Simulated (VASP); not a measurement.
Input of a VASP 6.6.1 run:

INCAR

```
SYSTEM = Cr
PREC = Accurate
ENCUT = 520
EDIFF = 1E-6
ISMEAR = -1
SIGMA = 0.1
LREAL = .False.
LASPH = .True.
NELM = 60
ALGO = Normal
ISIF = 2
LWAVE = .False.
LCHARG = .False.
GGA = PE
NBANDS = 19
```

Contents of KPOINTS:

```
regular mesh
0
Gamma
  17 17 9
  0 0 0
```

POSCAR

```
Cr
1.0
    2.1583554948      0.0000000000      0.0000000000
   -1.0791777474      1.8691906889      0.0000000000
    0.0000000000      0.0000000000      3.5478566897
Cr
2
Direct
    0.3333333333      0.6666666667      0.2500000000
    0.6666666667      0.3333333333      0.7500000000
```

Potentials or basis: VASP PAW PBE potentials, release 64 (Cr_pv).

The run is started by

```sh
$ cat potpaw_PBE.64/Cr_pv/POTCAR > POTCAR
$ mpirun -np 1 vasp_std > vasp.out
```

Problem. Predict the band gap on the k mesh.

Solution. Zero (band 12 reaches 20.87 eV, above the bottom of band 13 at 17.92 eV).

Problem. Predict the pressure.

Solution. 327.6 GPa.

Stress tensor (GPa, compression positive):
```
327.61   0.00   0.00
  0.00 327.61   0.00
  0.00   0.00 327.46
```

Caveat: the run has no spin polarisation, though such a crystal can be magnetic. Spin polarisation is off, so any magnetic state and its effect on volume and gap are missing.
